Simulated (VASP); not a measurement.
# CuO (C2/c) in VASP: notebook

CuO is run at these levels: LDA; tasks: single point.

Everything below comes from runs of VASP 6.6.1. Logs are shortened: lines on timing, memory, paths and dates and some standing lists are left out, and cuts for length are marked.

## Step 1: The cell of the first run

It takes space group C2/c (No. 15, monoclinic). The conventional cell has a = 4.588 Å, b = 3.353 Å, c = 5.024 Å, α = 90.00°, β = 99.54°, γ = 90.00°. Cu (site symmetry -1) has 4 O at 1.91 to 1.92 Å within 2.5 Å. Within 2.6 Å of O (site symmetry 2) lie 4 Cu at 1.91 to 1.92 Å and 2 O at 2.57 Å.

## Step 2: Single point, LDA (9.53 Å³/atom)

INCAR

```
SYSTEM = CuO
PREC = Accurate ; ENCUT = 520
EDIFF = 1E-7 ; ISMEAR = -1
SIGMA = 0.05 ; LREAL = .FALSE.
LASPH = .TRUE. ; NELM = 100
ALGO = Normal ; ISIF = 2
LWAVE = .FALSE. ; LCHARG = .FALSE.
NBANDS = 25
```

KPOINTS

```
Automatic mesh
0
G
  10 10 5
  0 0 0
```

POSCAR

```
CuO
1.0
    2.2940437287     -1.6763657078      0.0000000000
    2.2940437287      1.6763657078      0.0000000000
   -0.8326750593      0.0000000000      4.9546185987
Cu O
2 2
Direct
    0.5000000000      0.0000000000      0.5000000000
    0.0000000000      0.5000000000      0.0000000000
    0.4184000000      0.5816000000      0.7500000000
    0.5816000000      0.4184000000      0.2500000000
```

Potentials or basis: VASP PAW LDA potentials, release 64 (Cu, O).

Run with:

```bash
$ cat potpaw_LDA.64/Cu/POTCAR potpaw_LDA.64/O/POTCAR > POTCAR
$ mpirun -np 1 vasp_std > vasp.out
```

OUTCAR:

```text
SYSTEM = CuO
   PREC = Accurate
   ENCUT = 520
   EDIFF = 1E-7
   ISMEAR = -1
   LREAL = .FALSE.
   LASPH = .TRUE.
   NELM = 100
   ISIF = 2

 ion  position               nearest neighbor table
   1  0.500  0.000  0.500-   3 1.91   4 1.91   4 1.92   3 1.92
   2  0.000  0.500  0.000-   4 1.91   3 1.91   4 1.92   3 1.92
   3  0.418  0.582  0.750-   2 1.91   1 1.91   2 1.92   1 1.92
   4  0.582  0.418  0.250-   1 1.91   2 1.91   2 1.92   1 1.92

  LATTYP: Found a base centered monoclinic cell.
 ALAT       =     4.5880874574
 B/A-ratio  =     0.7307470589
 C/A-ratio  =     1.0950317057
 COS(beta)  =    -0.1657361228

  Lattice vectors:

 A1 = (   2.2940437287,  -1.6763657078,   0.0000000000)
 A2 = (   2.2940437287,   1.6763657078,   0.0000000000)
 A3 = (  -0.8326750593,   0.0000000000,   4.9546185987)

Analysis of symmetry for initial positions (statically):
=====================================================================
 Subroutine PRICEL returns:
 Original cell was already a primitive cell.

 Routine SETGRP: Setting up the symmetry group for a
 base centered monoclinic supercell.

 Subroutine GETGRP returns: Found  4 space group operations
 (whereof  2 operations were pure point group operations)
 out of a pool of  4 trial point group operations.

The static configuration has the point symmetry S_2 .
 The point group associated with its full space group is C_2h.

Analysis of symmetry for dynamics (positions and initial velocities):
=====================================================================
 Subroutine PRICEL returns:
 Original cell was already a primitive cell.

 Routine SETGRP: Setting up the symmetry group for a
 base centered monoclinic supercell.

 Subroutine GETGRP returns: Found  4 space group operations
 (whereof  2 operations were pure point group operations)
 out of a pool of  4 trial point group operations.

The dynamic configuration has the point symmetry S_2 .
 The point group associated with its full space group is C_2h.

 Subroutine INISYM returns: Found  4 space group operations
 (whereof  2 operations are pure point group operations),
 and found     1 'primitive' translations

----------------------------------------------------------------------------------------

                                     Primitive cell

  volume of cell :      38.1075

  direct lattice vectors                    reciprocal lattice vectors
     2.294043729 -1.676365708  0.000000000     0.217955741 -0.298264274  0.036629723
     2.294043729  1.676365708  0.000000000     0.217955741  0.298264274  0.036629723
    -0.832675059  0.000000000  4.954618599     0.000000000  0.000000000  0.201831883

  length of vectors
     2.841274118  2.841274118  5.024101234     0.371225024  0.371225024  0.201831883

  position of ions in fractional coordinates (direct lattice)
     0.500000000  0.000000000  0.500000000
     0.000000000  0.500000000  0.000000000
     0.418400000  0.581600000  0.750000000
     0.581600000  0.418400000  0.250000000

  ion indices of the primitive-cell ions
   primitive index   ion index
                 1           1
                 2           2
                 3           3
                 4           4

----------------------------------------------------------------------------------------

 KPOINTS: Automatic mesh

Automatic generation of k-mesh.
 Grid dimensions read from file:
 generate k-points for:   10   10    5

 Generating k-lattice:

  Cartesian coordinates                     Fractional coordinates (reciprocal lattice)
     0.021795574 -0.029826427  0.003662972     0.100000000  0.000000000  0.000000000
     0.021795574  0.029826427  0.003662972     0.000000000  0.100000000  0.000000000
     0.000000000  0.000000000  0.040366377     0.000000000  0.000000000  0.200000000

  Length of vectors
     0.037122502  0.037122502  0.040366377

  Shift w.r.t. Gamma in fractional coordinates (k-lattice)
     0.000000000  0.000000000  0.000000000

 Subroutine IBZKPT returns following result:
 ===========================================

 Found    141 irreducible k-points:

 Following reciprocal coordinates:
            Coordinates               Weight
  0.000000  0.000000  0.000000      1.000000
  0.100000  0.000000 -0.000000      4.000000
  0.200000  0.000000 -0.000000      4.000000
  0.300000  0.000000 -0.000000      4.000000
  0.400000  0.000000  0.000000      4.000000
  0.500000 -0.000000 -0.000000      2.000000
[... 16 lines left out ...]
  0.300000  0.300000 -0.000000      2.000000
  0.400000  0.300000  0.000000      4.000000
 [... further k-points ...]
   k-points           NKPTS =    141   k-points in BZ     NKDIM =    141   number of bands    NBANDS=     25
   number of dos      NEDOS =    301   number of ions     NIONS =      4
   total plane-waves  NPLWV =  23040
   dimension x,y,z NGX =    24 NGY =   24 NGZ =   40
   dimension x,y,z NGXF=    48 NGYF=   48 NGZF=   80
   ions per type =               2   2
   NGX,Y,Z   is equivalent  to a cutoff of  14.04, 14.04, 13.24 a.u.
   NGXF,Y,Z  is equivalent  to a cutoff of  28.09, 28.09, 26.47 a.u.
 SYSTEM =  CuO
   PREC   = accura    normal or accurate (medium, high low for compatibility)
   ISTART =      0    job   : 0-new  1-cont  2-samecut
   ICHARG =      2    charge: 1-file 2-atom 10-const
   ISPIN  =      1    spin polarized calculation?
   LNONCOLLINEAR =      F non collinear calculations
   LSORBIT =      F    spin-orbit coupling
   LASPH  =      T    aspherical Exc in radial PAW
   ENCUT  =  520.0 eV  38.22 Ry    6.18 a.u.   5.28  5.28  9.34*2*pi/ulx,y,z
   NELM   =    100;   NELMIN=  2; NELMDL= -5     # of ELM steps
   EDIFF  = 0.1E-06   stopping-criterion for ELM
   LREAL  =      F    real-space projection
   EDIFFG = 0.1E-05   stopping-criterion for IOM
   NSW    =      0    number of steps for IOM
   IBRION =     -1    ionic relax: 0-MD 1-quasi-New 2-CG
   NFREE  =      0    steps in history (QN), initial steepest desc. (CG)
   ISIF   =      2    stress and relaxation
   ISYM   =      2    0-nonsym 1-usesym 2-fastsym
   POTIM  = 0.5000    time-step for ionic-motion
   TEBEG  =    0.0;   TEEND  =   0.0 temperature during run
   PSTRESS=    0.0 pullay stress
   NELECT =      34.0000    total number of electrons
   NUPDOWN=      -1.0000    fix difference up-down
   EMIN   =  10.00;   EMAX   =-10.00  energy-range for DOS
   EFERMI =   0.00;   METHOD = LEGACY
   ISMEAR =    -1;   SIGMA  =   0.05  broadening in eV -4-tet -1-fermi 0-gaus
   EFERMI_NEDOS =   21; number of points for ismear=-14 and -15
   IALGO  =     38    algorithm
   IMIX   =      4    mixing-type and parameters
     AMIX     =   0.40;   BMIX     =  1.00
     AMIX_MAG =   1.60;   BMIX_MAG =  1.00
  volume/ion in A,a.u.               =       9.53        64.29
  Fermi-wavevector in a.u.,A,eV,Ry     =   1.576029  2.978263 33.795074  2.483868
  Thomas-Fermi vector in A             =   2.676924
   LORBIT       =      0    0 simple, 1 ext, 2 COOP (PROOUT), +10 PAW based schemes
   GGA     = CA    functional components
   LHFCALC =     F    Hartree Fock is set to
   AEXX    =    0.0000 exact exchange contribution
   IVDW    =     0    specifies the selected vdW correction
   LEPSILON=     F    determine dielectric tensor
   LRPA    =     F    only Hartree local field effects (RPA)
 non-spin polarized calculation
  energy-cutoff  :      520.00
  volume of cell :       38.11
 maximum number of plane-waves:      1039
 NGX is ok and might be reduce to    24
   NGX = 11   NGY = 11   NGZ = 19

 number of electron      33.9999991 magnetization

 Free energy of the ion-electron system (eV)
  ---------------------------------------------------
  ext. energy  EPLUGINS =         0.00000000
  ---------------------------------------------------
  free energy    TOTEN  =       -23.20081233 eV

  energy without entropy =      -23.18235151  energy(sigma->0) =      -23.19158192

 E-fermi :   6.2694     XC(G=0): -12.7866

 val. band max:        6.2680456076   @ k =   0.5000  -0.0000  -0.0000
 cond. band min:       6.2750176536   @ k =  -0.4000   0.2000   0.4000
 fundamental gap:      0.0069720460
 Fermi energy:         6.2694451648

 k-point     1 :       0.0000    0.0000    0.0000
  band No.  band energies     occupation
      1     -13.9714      2.00000
      2     -12.3908      2.00000
      3      -2.5805      2.00000
      4       0.1895      2.00000
      5       0.6159      2.00000
      6       2.6037      2.00000
[... 17 lines left out ...]
     24      22.7748      0.00000
     25      23.2042      0.00000

 k-point     2 :       0.1000    0.0000   -0.0000
  band No.  band energies     occupation
      1     -13.8917      2.00000
      2     -12.3667      2.00000
      3      -2.4623      2.00000
      4       0.1715      2.00000
      5       0.5845      2.00000
      6       1.8091      2.00000
[... 17 lines left out ...]
     24      22.4405      0.00000
     25      23.5706      0.00000

 k-point     3 :       0.2000    0.0000   -0.0000
  band No.  band energies     occupation
      1     -13.6741      2.00000
      2     -12.3028      2.00000
      3      -2.1457      2.00000
      4       0.1033      2.00000
      5       0.4418      2.00000
      6       0.7254      2.00000
[... 17 lines left out ...]
     24      21.5137      0.00000
     25      23.1078      0.00000

 k-point     4 :       0.3000    0.0000   -0.0000
  band No.  band energies     occupation
      1     -13.3844      2.00000
      2     -12.2220      2.00000
      3      -1.7446      2.00000
      4      -0.5372      2.00000
      5       0.0232      2.00000
      6       0.5924      2.00000
[... 17 lines left out ...]
     24      20.4097      0.00000
     25      22.6764      0.00000
[... 477 lines left out ...]
 k-point    22 :      -0.2000    0.2000    0.0000
  band No.  band energies     occupation
      1     -13.3175      2.00000
      2     -12.1907      2.00000
      3      -1.6411      2.00000
      4      -0.0180      2.00000
      5      -0.0083      2.00000
      6       0.3419      2.00000
[... 17 lines left out ...]
     24      20.2943      0.00000
     25      20.7570      0.00000

 k-point    23 :       0.3000    0.3000   -0.0000
  band No.  band energies     occupation
      1     -13.0274      2.00000
      2     -12.1765      2.00000
      3      -1.1316      2.00000
      4      -0.5855      2.00000
      5       0.4474      2.00000
      6       0.4618      2.00000
[... 17 lines left out ...]
     24      21.1500      0.00000
     25      21.4123      0.00000

 k-point    24 :       0.4000    0.3000    0.0000
  band No.  band energies     occupation
      1     -12.7982      2.00000
      2     -12.1247      2.00000
      3      -1.1346      2.00000
      4      -0.8189      2.00000
      5       0.2103      2.00000
      6       0.4249      2.00000
[... 17 lines left out ...]
     24      19.9566      0.00000
     25      20.9121      0.00000

 [... further k-points ...]

------------------------ aborting loop because EDIFF is reached ----------------------------------------

  FORCE on cell =-STRESS in cart. coord.  units (eV):
  Direction    XX          YY          ZZ          XY          YZ          ZX
  --------------------------------------------------------------------------------------
  -------------------------------------------------------------------------------------
  Total        0.6576271      0.9376024      0.5968446      0.0000000      0.0000000     -0.3345264
  in kB       27.6490093     39.4201825     25.0934970      0.0000000      0.0000000    -14.0646957
  external PRESSURE =      30.7208963 kB  Pullay stress =       0.0000000 kB

 VOLUME and BASIS-vectors are now :
 -----------------------------------------------------------------------------
  energy-cutoff  :      520.00
  volume of cell :       38.11
      direct lattice vectors                 reciprocal lattice vectors
     2.294043729 -1.676365708  0.000000000     0.217955741 -0.298264274  0.036629723
     2.294043729  1.676365708  0.000000000     0.217955741  0.298264274  0.036629723
    -0.832675059  0.000000000  4.954618599     0.000000000  0.000000000  0.201831883

 POSITION                                       TOTAL-FORCE (eV/Angst)
 -----------------------------------------------------------------------------------
      0.73068     -0.83818      2.47731         0.000000      0.000000      0.000000
      1.14702      0.83818      0.00000         0.000000      0.000000      0.000000
      1.66954      0.27358      3.71596         0.000000     -0.218075      0.000000
      2.08587     -0.27358      1.23865        -0.000000      0.218075      0.000000
 -----------------------------------------------------------------------------------
    total drift:                                0.000000     -0.000000     -0.000000

  FREE ENERGIE OF THE ION-ELECTRON SYSTEM (eV)
  ---------------------------------------------------
  free  energy   TOTEN  =       -23.2008123271 eV

  energy  without entropy=      -23.1823515145  energy(sigma->0) =      -23.19158192
```

Wall time 82 s (1 thread of Intel Xeon Platinum 8488C (Sapphire Rapids), shared host); peak memory 0.22 GiB.

What came out:

```yaml
Free_energy: -23.2008 eV
Pressure: 3.1 GPa
Largest_force: 0.218 eV/Å
Band_gap_on_the_k_mesh: zero (bands 17 and 18 overlap by 0.61 eV)
```

Forces on the atoms (eV/Å):
```
Cu   0.000  0.000  0.000
Cu   0.000  0.000  0.000
O    0.000 -0.218  0.000
O    0.000  0.218  0.000
```

Stress tensor (GPa, compression positive):
```
 2.76  0.00 -1.41
 0.00  3.94  0.00
-1.41  0.00  2.51
```

Caveat: the cell stands under pressure; semilocal functionals often make such compounds metallic where correlation or magnetic order opens a gap, which also shifts bond lengths.

[end of part 1 of 2]
